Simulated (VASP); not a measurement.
MgO, 2 atoms in the cell. It takes space group Fm-3m (No. 225, cubic). Conventional cell: a = 4.182 Å, b = 4.182 Å, c = 4.182 Å, α = 90.00°, β = 90.00°, γ = 90.00°. Within 2.8 Å of Mg (site symmetry m-3m) lie 6 O at 2.09 Å. Within 2.8 Å of O (site symmetry m-3m) lie 6 Mg at 2.09 Å. 

| Property | Result |
| --- | --- |
| Program | VASP 6.6.1 |
| Task | single point |
| Functional | PBEsol |
| Potentials or basis | VASP PAW PBE potentials, release 64 (Mg, O) |
| Cutoff | 520 eV |
| k mesh | 6 × 6 × 6 |
| Occupations | gaussian, width 0.01 eV |
| Spin | no spin polarisation |
| Dipole correction | no |
| Further INCAR settings | ALGO = Normal; EDIFF = 1e-06; NBANDS = 11 |

Potentials or basis: VASP PAW PBE potentials, release 64 (Mg, O).

Launch:

```bash
$ cat potpaw_PBE.64/Mg/POTCAR potpaw_PBE.64/O/POTCAR > POTCAR
$ mpirun -np 1 vasp_std > vasp.out
```

Hardware: 1 thread of AMD EPYC 7R43 64-Core Processor (Zen 3), with other jobs on the host.

How long does it take, and how much memory?

It took 6.7 s on 1 thread of AMD EPYC 7R43 64-Core Processor (Zen 3), with other jobs on the host, peak memory 0.1 GiB. Counts: scf iterations 12, k points 16.
